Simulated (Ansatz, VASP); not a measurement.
# One calculation of Au, two programs

```xyz
6
Lattice="5.0043 2.8893 1.3093 -5.0043 2.8893 1.3093 0.0000 -5.7785 1.3093" Properties=species:S:1:pos:R:3 pbc="T T T"
Au    1.1685    1.2785    1.5475
Au   -1.6915    0.3727    1.5475
Au    0.5230   -1.6512    1.5475
Au   -1.1685   -1.2785    2.3802
Au    1.6915   -0.3727    2.3802
Au   -0.5230    1.6512    2.3802
```

Alike in both runs: task single point; functional PBE; k mesh 6 × 6 × 6; occupations gaussian, width 0.1 eV; no spin polarisation.

```csv
,VASP,Ansatz
version,VASP 6.6.1,Ansatz 0.2.0
potentials or method,"VASP PAW PBE potentials, release 64 (Au), cutoff 520 eV","scalar-relativistic, plane waves, PAW"
valence electrons in the cell,66,114
```

Ansatz gave:

```
gap on the k mesh at the Fermi level (eV) : none
rms of the force components (eV/Å)        : 24.502
```

Task: What did VASP give for the same quantities?

Result: gap on the k mesh at the Fermi level (eV): none; rms of the force components (eV/Å): 21.873.

Atom by atom the forces differ by 2.632 eV/Å (rms over components). A gap of «none» marks a metal or a gap that the smearing closes. VASP's potentials hold 66 valence electrons a cell and Ansatz's 114, so a difference there can come from the potentials and not from the codes.

Neither program's run includes spin-orbit coupling.
